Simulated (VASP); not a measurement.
# LiH: single point with r2SCAN

LiH:

```
Li H
1.0
     0.00000    2.00355    2.00355
     2.00355    0.00000    2.00355
     2.00355    2.00355    0.00000
Li H
1 1
Direct
  0.00000 0.00000 0.00000
  0.50000 0.50000 0.50000
```

```yaml
Program: VASP 6.6.1
Task: single point
Functional: r2SCAN
Potentials_or_basis: VASP PAW PBE potentials, release 64 (Li_sv, H)
Cutoff: 520 eV
k_mesh: 10 × 10 × 10
Occupations: gaussian, width 0.01 eV
Spin: no spin polarisation
Dipole_correction: no
Further_INCAR_settings: ALGO = Normal; EDIFF = 1e-06; NBANDS = 9
```

* Band gap on the k mesh: 3.58 eV, direct

Levels at points of the mesh, in eV from the valence-band top:
| k point | band 1 | band 2 | band 3 | band 4 | band 5 |
| --- | --- | --- | --- | --- | --- |
| (0.00, 0.00, 0.00) | -45.74 | -5.45 | 17.65 | 19.42 | 19.42 |
| (0.50, 0.00, 0.00) | -45.69 | -2.64 | 5.67 | 14.95 | 18.17 |
| (0.50, 0.50, 0.00) | -45.68 | 0.00 | 3.58 | 11.75 | 11.75 |

Run time: 19 s on 1 thread of Intel Xeon 6975P-C, with other jobs on the host, peak memory 0.14 GiB.

Caveat: the PAW data sets were made with another functional, which shifts forces and pressure a little. r2SCAN opens gaps a little over a GGA but as a rule still falls short of measured ones.
